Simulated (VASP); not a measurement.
A run of VASP 6.6.1:

Contents of INCAR:

```
  ALGO = Normal
  EDIFF = 1E-7
  ENCUT = 520
  ISIF = 2
  ISMEAR = -1
  LASPH = T
  LCHARG = F
  LREAL = F
  LWAVE = F
  NBANDS = 20
  NELM = 100
  PREC = Accurate
  SIGMA = 0.05
```

Contents of KPOINTS:

```
k-points
0
Gamma
  6 6 5
```

POSCAR

```
Ga
1.0
    1.3830000000     -4.0265000000      0.0000000000
    1.3830000000      4.0265000000      0.0000000000
   -0.1174474948      0.0000000000      3.3299294416
Ga
2
Direct
    0.1310000000      0.8690000000      0.7500000000
    0.8690000000      0.1310000000      0.2500000000
```

Potentials or basis: VASP PAW LDA potentials, release 64 (Ga_d).

Command:

```sh
$ cat potpaw_LDA.64/Ga_d/POTCAR > POTCAR
$ mpirun -np 1 vasp_std > vasp.out
```

Hardware: 1 thread of AMD EPYC 9R45 96-Core Processor (Zen 5) (shared host).

Task: Estimate the wall time of this run.

Result: Run time: 22 s on 1 thread of AMD EPYC 9R45 96-Core Processor (Zen 5), with other jobs on the host, peak memory 0.14 GiB. Counts: scf iterations 11, k points 55.
